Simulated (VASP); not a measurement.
Cu: electric field gradients with PBE

Crystal: Cu.

```
CELL_PARAMETERS angstrom
0.00000 1.80145 1.80145
1.80145 0.00000 1.80145
1.80145 1.80145 0.00000
ATOMIC_POSITIONS crystal
Cu 0.00000 0.00000 0.00000
```

This cell differs from its parent crystal: volume scaled by 0.99.

- Program: VASP 6.6.1
- Task: electric field gradients
- Functional: PBE
- Potentials or basis: VASP PAW PBE potentials, release 64 (Cu)
- Cutoff: 520 eV
- k mesh: 19 × 19 × 19
- Occupations: fermi-dirac, width 0.08 eV
- Spin: no spin polarisation
- Dipole correction: no
- Further INCAR settings: ALGO = Normal; EDIFF = 1e-08; NBANDS = 12

```json
{
  "Pressure": "3.8 GPa"
}
```

Levels at points of the mesh, in eV from the Fermi level:
| k point | band 3 | band 4 | band 5 | band 6 | band 7 | band 8 | band 9 | band 10 |
| --- | --- | --- | --- | --- | --- | --- | --- | --- |
| (0.00, 0.00, 0.00) | -3.11 | -3.11 | -2.27 | -2.27 | 22.63 | 25.35 | 25.35 | 25.35 |

Run time: 17 s on 1 thread of Intel(R) Xeon(R) 6975P-C (Granite Rapids), with other jobs on the host, peak memory 0.14 GiB.

Caveat: without QUAD_EFG the Cq values of the log hold for a quadrupole moment of 1 mb, not for the nuclei.
